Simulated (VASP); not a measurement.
Write the native input for VASP 6.6.1 that does the following.

```
Task                   : single point
Functional             : PBE
Potentials or basis    : VASP PAW PBE potentials, release 64 (S, Ba_sv)
Cutoff                 : 520 eV
k mesh                 : 5 × 5 × 5
Occupations            : fermi-dirac, width 0.1 eV
Spin                   : collinear spin, zero start
Starting moments       : [0.0, 0.0] μB
Dipole correction      : no
Further INCAR settings : ALGO = Normal; EDIFF = 1e-06; NBANDS = 19
```

The structure of BaS lies in POSCAR:

```
BaS
1.0
    0.0000000000      3.2189000900      3.2189000900
    3.2189000900      0.0000000000      3.2189000900
    3.2189000900      3.2189000900      0.0000000000
S Ba
1 1
Direct
    0.5000000000      0.5000000000      0.5000000000
    0.0000000000      0.0000000000      0.0000000000
```

One way to write it, as run:

INCAR

```
PREC = Accurate
ENCUT = 520
EDIFF = 1E-6
ISMEAR = -1
SIGMA = 0.1
LREAL = False
LASPH = True
NELM = 150
ALGO = Normal
ISIF = 2
LWAVE = False
LCHARG = False
ISPIN = 2
MAGMOM = 0 0
LORBIT = 11
GGA = PE
NBANDS = 19
```

KPOINTS

```
regular mesh
0
Gamma
  5 5 5
```

Potentials or basis: VASP PAW PBE potentials, release 64 (S, Ba_sv).

The run is started by

```bash
$ cat potpaw_PBE.64/S/POTCAR potpaw_PBE.64/Ba_sv/POTCAR > POTCAR
$ mpirun -np 1 vasp_std > vasp.out
```

Results of the run:

```yaml
Pressure: 0.4 GPa
Band_gap_on_the_k_mesh: 2.26 eV (least direct gap 2.42 eV)
Net_moment: 0.00 μB per cell
Valence_electrons_inside_the_program's_atomic_spheres: S 3.74; Ba 7.89
```

Caveat: spin-orbit coupling is left out, which moves the levels of the heavy elements; an odd mesh through Γ misses points on the zone boundary, where band edges can lie.

Wall time 49 s on 1 thread of Intel(R) Xeon(R) Platinum 8259CL CPU @ 2.50GHz (Skylake/Cascade Lake), with other jobs on the host, peak memory 0.23 GiB.
